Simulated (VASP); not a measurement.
# Ba (Fm-3m) in VASP: notebook, part 2 of 3

VASP 6.6.1. The steps go on from the part before.

## 3. Relaxation of cell and atoms, PBEsol+D4, non-collinear spin, typed start

This run uses another cell than the first one, of 67.56 Å³/atom, 1.183 times its volume.

INCAR

```
PREC = Accurate
ENCUT = 600
EDIFF = 1E-7
ISMEAR = -1
SIGMA = 0.01
LREAL = False
LASPH = True
NELM = 150
ALGO = Normal
ISIF = 3
LWAVE = False
LCHARG = False
LNONCOLLINEAR = True
MAGMOM = 0.289 0.289 0.289
LORBIT = 11
GGA = PS
IVDW = 13
IBRION = 2
NSW = 80
EDIFFG = -0.02
```

KPOINTS

```
Automatic mesh
0
Gamma
  5 5 5
```

POSCAR

```
Ba
1.0
    0.0000000000      3.2326650028      3.2326650028
    3.2326650028      0.0000000000      3.2326650028
    3.2326650028      3.2326650028      0.0000000000
Ba
1
Direct
    0.0000000000      0.0000000000      0.0000000000
```

Potentials or basis: VASP PAW PBE potentials, release 64 (Ba_sv).

On the command line:

```sh
> cat potpaw_PBE.64/Ba_sv/POTCAR > POTCAR
> mpirun -np 1 vasp_ncl > vasp.out
```

OUTCAR:

```text
PREC = Accurate
   ENCUT = 600
   EDIFF = 1E-7
   ISMEAR = -1
   LREAL = False
   LASPH = True
   NELM = 150
   ISIF = 3
   LNONCOLLINEAR = True
   LORBIT = 11
   GGA = PS
   IVDW = 13
   IBRION = 2
   NSW = 80
   EDIFFG = -0.02

 ion  position               nearest neighbor table
   1  0.000  0.000  0.000-

  LATTYP: Found a face centered cubic cell.
 ALAT       =     6.4653300056

  Lattice vectors:

 A1 = (   0.0000000000,   3.2326650028,   3.2326650028)
 A2 = (   3.2326650028,   0.0000000000,   3.2326650028)
 A3 = (   3.2326650028,   3.2326650028,   0.0000000000)

Analysis of symmetry for initial positions (statically):
=====================================================================
 Subroutine PRICEL returns:
 Original cell was already a primitive cell.

[... 348 lines left out ...]
  ---------------------------------------------------
  ext. energy  EPLUGINS =         0.00000000
  ---------------------------------------------------
  free energy    TOTEN  =        -2.13384018 eV

  energy without entropy =       -2.13161367  energy(sigma->0) =       -2.13272693

 E-fermi :   1.7682     XC(G=0):  -7.8034

 val. band max:        1.7570286238   @ k =   0.4000   0.2000  -0.2000
 cond. band min:       1.9287233150   @ k =   0.4000   0.4000  -0.2000
 fundamental gap:      0.1716946912
 Fermi energy:         1.7682454251

 k-point     1 :       0.0000    0.0000    0.0000
  band No.  band energies     occupation
      1     -26.8518      1.00000
      2     -26.8518      1.00000
      3     -11.7284      1.00000
      4     -11.7284      1.00000
      5     -11.7284      1.00000
      6     -11.7284      1.00000
[... 504 lines left out ...]
  FREE ENERGIE OF THE ION-ELECTRON SYSTEM (eV)
  ---------------------------------------------------
  free  energy   TOTEN  =        -2.2101010240 eV

  energy  without entropy=       -2.2078745091  energy(sigma->0) =       -2.20898777

 reached required accuracy - stopping structural energy minimisation

 total charge

# of ion       s       p       d       tot
------------------------------------------
    1        2.074   5.526   0.313   7.913

 magnetization (x)

# of ion       s       p       d       tot
------------------------------------------
    1       -0.000  -0.000  -0.000  -0.000

 magnetization (y)

# of ion       s       p       d       tot
------------------------------------------
    1       -0.000  -0.000  -0.000  -0.000

 magnetization (z)

# of ion       s       p       d       tot
------------------------------------------
    1       -0.000  -0.000  -0.000  -0.000
```

OSZICAR:

```text
N       E                     dE             d eps       ncg     rms          rms(c)
DAV:   1     0.737553166470E+02    0.73755E+02   -0.43125E+03   828   0.101E+03
DAV:   2     0.334685205726E+01   -0.70408E+02   -0.68327E+02  1218   0.188E+02
DAV:   3    -0.189930547367E+01   -0.52462E+01   -0.52255E+01  1084   0.531E+01
[... 56 lines left out ...]
DAV:   4    -0.213381130918E+01   -0.14062E-04   -0.37948E-04   944   0.126E-01    0.309E-02
DAV:   5    -0.213384032019E+01   -0.29011E-04   -0.15330E-05  1006   0.317E-02    0.825E-03
DAV:   6    -0.213384110861E+01   -0.78842E-06   -0.31786E-06  1002   0.146E-02    0.599E-03
DAV:   7    -0.213384013158E+01    0.97703E-06   -0.17947E-07   676   0.211E-03    0.310E-03
DAV:   8    -0.213384018291E+01   -0.51335E-07   -0.52810E-08   600   0.126E-03
   5 F= -.22101010E+01 E0= -.22089878E+01  d E =-.119225E-01  mag=    -0.0000    -0.0000    -0.0000
```

CONTCAR:

```text
Ba
   1.00000000000000
     0.0000002661152534    3.0650084142227771    3.0650084180526060
     3.0650084180526060    0.0000002661152534    3.0650084142227771
     3.0650084142227771    3.0650084180526060    0.0000002661152534
  Ba
     1
Direct
     0.0000000000000000    0.0000000000000000    0.0000000000000000

  0.00000000E+00  0.00000000E+00  0.00000000E+00
```

It took 4 min on 1 thread of Intel Xeon 6975P-C (Granite Rapids), shared host; peak memory 0.51 GiB.

What came out:

```
Free energy                                           : -2.2101 eV
Relaxed volume                                        : 57.59 Å³/atom
Relaxed cell                                          : a = 4.335 Å, b = 4.335 Å, c = 4.335 Å, α = 60.00°, β = 60.00°, γ = 60.00°
Space group after relaxing (to 0.05 Å)                : Fm-3m (No. 225)
Energy gained by relaxing                             : 11.9 meV/atom
Ionic steps                                           : 5
Pressure after relaxing                               : 0.0 GPa
Band gap on the k mesh                                : zero (band 10 reaches 1.76 eV, above the bottom of band 11 at 1.73 eV)
Net moment                                            : 0.00 μB per cell
Valence electrons inside the program's atomic spheres : Ba 7.91
Dispersion energy per atom                            : -0.076 eV
```

The path:
```
step  energy change (eV)  largest force (eV/Å)  pressure (GPa)  volume (Å³)
   1              0.0000                0.0000           -1.10        67.56
   2             -0.0009                0.0000           -0.59        63.15
   3             -0.0110                0.0000           -0.20        58.93
   4             -0.0118                0.0000            0.08        57.06
   5             -0.0119                0.0000           -0.01        57.59
```

Final structure:
```xyz
1
Lattice="0.0000 3.0650 3.0650 3.0650 0.0000 3.0650 3.0650 3.0650 0.0000" Properties=species:S:1:pos:R:3 pbc="T T T"
Ba    0.0000    0.0000    0.0000
```

Moments on the atoms (μB; x, y, z):
```
Ba  0.00 0.00 0.00
```

Caveat: the PAW data sets were made with another functional, which shifts forces and pressure a little; spin-orbit coupling is left out, which moves the levels of the heavy elements; pairwise dispersion overbinds metals, which lowers pressure and volume.

## 4. Single point, LDA, collinear spin, ferromagnetic start

This run uses another cell than the first one, of 67.56 Å³/atom, 1.183 times its volume.

INCAR

```
SYSTEM = Ba
PREC = Accurate ; ENCUT = 520
EDIFF = 1E-6 ; ISMEAR = -1
SIGMA = 0.01 ; LREAL = .False.
LASPH = .True. ; NELM = 150
ALGO = Normal ; ISIF = 2
LWAVE = .False. ; LCHARG = .True.
ISPIN = 2 ; MAGMOM = 0.55
LORBIT = 11 ; GGA = CA
LELF = .True. ; LVHAR = .True.
NBANDS = 15
```

KPOINTS

```
Automatic mesh
0
Gamma
  7 7 7
  0 0 0
```

POSCAR is that of step 3.

Potentials or basis: VASP PAW LDA potentials, release 64 (Ba_sv).

On the command line:

```sh
> cat potpaw_LDA.64/Ba_sv/POTCAR > POTCAR
> mpirun -np 1 vasp_std > vasp.out
```

Run time: 15 s. Hardware: 1 thread of Intel Xeon 6975P-C (Granite Rapids), shared host; peak memory 0.19 GiB.

The run converged. Its results:

```yaml
Free_energy: -2.1624 eV
Pressure: -1.5 GPa
Net_moment: 0.08 μB per cell
Site_moments: Ba +0.02 μB
Valence_electrons_inside_the_program's_atomic_spheres: Ba 7.87
```

Levels at points of the mesh, in eV from the Fermi level:
Spin up:
| k point | band 2 | band 3 | band 4 | band 5 | band 6 | band 7 | band 8 | band 9 |
| --- | --- | --- | --- | --- | --- | --- | --- | --- |
| (0.00, 0.00, 0.00) | -13.96 | -13.96 | -13.96 | -2.77 | 1.64 | 1.64 | 1.64 | 3.07 |
Spin down:
| k point | band 1 | band 2 | band 3 | band 4 | band 5 | band 6 | band 7 | band 8 | band 9 | band 10 |
| --- | --- | --- | --- | --- | --- | --- | --- | --- | --- | --- |
| (0.00, 0.00, 0.00) | -28.94 | -13.94 | -13.94 | -13.94 | -2.72 | 1.67 | 1.67 | 1.67 | 3.10 | 3.10 |

Caveat: spin-orbit coupling is left out, which moves the levels of the heavy elements.

## 5. Single point, LDA

This run uses another cell than the first one, of 63.51 Å³/atom, 1.112 times its volume.

INCAR

```
  ALGO = Fast
  EDIFF = 1E-6
  ENCUT = 520
  GGA = CA
  ISIF = 2
  ISMEAR = 1
  LASPH = T
  LCHARG = F
  LREAL = F
  LWAVE = F
  NBANDS = 11
  NELM = 60
  PREC = Accurate
  SIGMA = 0.05
```

KPOINTS

```
k-points
0
Gamma
  7 7 7
```

POSCAR

```
Ba
1.0
    0.0000000000      3.1666737309      3.1666737309
    3.1666737309      0.0000000000      3.1666737309
    3.1666737309      3.1666737309      0.0000000000
Ba
1
Direct
    0.0000000000      0.0000000000      0.0000000000
```

Potentials or basis: VASP PAW LDA potentials, release 64 (Ba_sv).

On the command line:

```sh
> cat potpaw_LDA.64/Ba_sv/POTCAR > POTCAR
> mpirun -np 1 vasp_std > vasp.out
```

OUTCAR:

```text
EDIFF = 1E-6
   ENCUT = 520
   GGA = CA
   ISIF = 2
   ISMEAR = 1
   LASPH = T
   LREAL = F
   NELM = 60
   PREC = Accurate

 ion  position               nearest neighbor table
   1  0.000  0.000  0.000-

  LATTYP: Found a face centered cubic cell.
 ALAT       =     6.3333474618

  Lattice vectors:

 A1 = (   0.0000000000,   3.1666737309,   3.1666737309)
 A2 = (   3.1666737309,   0.0000000000,   3.1666737309)
 A3 = (   3.1666737309,   3.1666737309,   0.0000000000)

Analysis of symmetry for initial positions (statically):
=====================================================================
 Subroutine PRICEL returns:
 Original cell was already a primitive cell.

 Routine SETGRP: Setting up the symmetry group for a
 face centered cubic supercell.

 Subroutine GETGRP returns: Found 48 space group operations
[... 9 lines left out ...]

 Routine SETGRP: Setting up the symmetry group for a
 face centered cubic supercell.

 Subroutine GETGRP returns: Found 48 space group operations
[... 11 lines left out ...]
                                     Primitive cell

  volume of cell :      63.5097

  direct lattice vectors                    reciprocal lattice vectors
     0.000000000  3.166673731  3.166673731    -0.157894385  0.157894385  0.157894385
     3.166673731  0.000000000  3.166673731     0.157894385 -0.157894385  0.157894385
     3.166673731  3.166673731  0.000000000     0.157894385  0.157894385 -0.157894385

  length of vectors
     4.478352938  4.478352938  4.478352938     0.273481096  0.273481096  0.273481096

  position of ions in fractional coordinates (direct lattice)
     0.000000000  0.000000000  0.000000000

  ion indices of the primitive-cell ions
   primitive index   ion index
                 1           1

----------------------------------------------------------------------------------------

 KPOINTS: k-points

Automatic generation of k-mesh.
 Grid dimensions read from file:
 generate k-points for:    7    7    7

 Generating k-lattice:

[... 81 lines left out ...]
   GGA     = CA    functional components
   LHFCALC =     F    Hartree Fock is set to
   AEXX    =    0.0000 exact exchange contribution
   IVDW    =     0    specifies the selected vdW correction
   LEPSILON=     F    determine dielectric tensor
   LRPA    =     F    only Hartree local field effects (RPA)
 non-spin polarized calculation
 RMM-DIIS sequential band-by-band and
 Methfessel and Paxton  Order N= 1 SIGMA  =   0.05
  energy-cutoff  :      520.00
  volume of cell :       63.51
 maximum number of plane-waves:      1729
 NGX is ok and might be reduce to    36
   NGX = 17   NGY = 17   NGZ = 17

 number of electron      10.0000000 magnetization

 Free energy of the ion-electron system (eV)
  ---------------------------------------------------
  ext. energy  EPLUGINS =         0.00000000
  ---------------------------------------------------
  free energy    TOTEN  =        -2.19561937 eV

  energy without entropy =       -2.19427315  energy(sigma->0) =       -2.19517063

 E-fermi :   1.4020     XC(G=0):  -7.5876

 val. band max:        1.3913770568   @ k =  -0.4286   0.4286   0.0000
 cond. band min:       1.4072930733   @ k =  -0.2857   0.4286   0.1429
 fundamental gap:      0.0159160166
 Fermi energy:         1.4019582147

 k-point     1 :       0.0000    0.0000    0.0000
  band No.  band energies     occupation
      1     -27.4104      2.00000
      2     -12.3814      2.00000
      3     -12.3814      2.00000
      4     -12.3814      2.00000
      5      -1.3514      2.00000
      6       3.1443      0.00000
      7       3.1443      0.00000
      8       3.1443      0.00000
      9       4.6903      0.00000
     10       4.6903      0.00000
     11       7.4686      0.00000
[... 253 lines left out ...]
 k-point    20 :      -0.2857    0.4286    0.1429
  band No.  band energies     occupation
      1     -27.3590      2.00000
      2     -12.6990      2.00000
      3     -12.6717      2.00000
      4     -12.5287      2.00000
      5       1.4073      0.82054
      6       1.7971     -0.00000
      7       2.3632     -0.00000
      8       3.8385      0.00000
      9       5.8025      0.00000
     10       6.1901      0.00000
     11       7.6190      0.00000

------------------------ aborting loop because EDIFF is reached ----------------------------------------

  FORCE on cell =-STRESS in cart. coord.  units (eV):
  Direction    XX          YY          ZZ          XY          YZ          ZX
  --------------------------------------------------------------------------------------
  -------------------------------------------------------------------------------------
  Total       -0.4411338     -0.4411338     -0.4411338     -0.0000000      0.0000000      0.0000000
  in kB      -11.1286116    -11.1286116    -11.1286116     -0.0000000      0.0000000      0.0000000
  external PRESSURE =     -11.1286116 kB  Pullay stress =       0.0000000 kB

 VOLUME and BASIS-vectors are now :
 -----------------------------------------------------------------------------
  energy-cutoff  :      520.00
  volume of cell :       63.51
      direct lattice vectors                 reciprocal lattice vectors
     0.000000000  3.166673731  3.166673731    -0.157894385  0.157894385  0.157894385
     3.166673731  0.000000000  3.166673731     0.157894385 -0.157894385  0.157894385
     3.166673731  3.166673731  0.000000000     0.157894385  0.157894385 -0.157894385

 POSITION                                       TOTAL-FORCE (eV/Angst)
 -----------------------------------------------------------------------------------
      0.00000      0.00000      0.00000         0.000000      0.000000     -0.000000
 -----------------------------------------------------------------------------------
    total drift:                               -0.000000      0.000000      0.000000

  FREE ENERGIE OF THE ION-ELECTRON SYSTEM (eV)
  ---------------------------------------------------
  free  energy   TOTEN  =        -2.1956193739 eV

  energy  without entropy=       -2.1942731530  energy(sigma->0) =       -2.19517063
```

Wall time 5.6 s (1 thread of Intel Xeon 6975P-C (Granite Rapids), shared host); peak memory 0.17 GiB.

Results:

* Free energy: -2.1956 eV
* Pressure: -1.1 GPa
* Band gap on the k mesh: zero (band 5 reaches 1.41 eV, above the bottom of band 6 at 1.30 eV)

Caveat: spin-orbit coupling is left out, which moves the levels of the heavy elements.

(Continued in part 3 of 3.)
